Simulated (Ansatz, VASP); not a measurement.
**AlN in VASP and in Ansatz**

```
Al N
1.0
     0.00000    2.03452    2.03452
     2.03452    0.00000    2.03452
     2.03452    2.03452    0.00000
Al N
1 1
Direct
  0.50000 0.50000 0.50000
  0.00000 0.00000 0.00000
```

Alike in both runs: task relaxation of cell and atoms; functional PBEsol-based screened hybrid; k mesh 6 × 6 × 6; occupations fermi-dirac, width 0.05 eV; no spin polarisation.

|  | VASP | Ansatz |
| --- | --- | --- |
| version | VASP 6.6.1 | Ansatz 0.2.0 |
| potentials or method | VASP PAW PBE potentials, release 64 (Al, N) | Ansatz PAW |
| plane-wave cutoff (eV) | 600 | 420 |
| valence electrons in the cell | 8 | 8 |

|  | VASP | Ansatz | Ansatz less VASP |
| --- | --- | --- | --- |
| gap on the k mesh at the Fermi level, each at its own relaxed structure (eV) | 6.15 | 6.22 | +0.062 |
| relaxed volume (Å³/atom) | 8.09 | 8.08 | -0.010 |
| relaxed cell length with the largest relative difference (Å) | 2.840 | 2.838 | -0.0012 |

VASP's potentials were made for PBE, not for PBEsol-based screened hybrid.

The k mesh is coarse, so the values compare programs but aren't converged. Noted on Ansatz's run: the plane-wave basis is chosen anew once the cell has moved, so the energies of steps on either side of that aren't comparable.
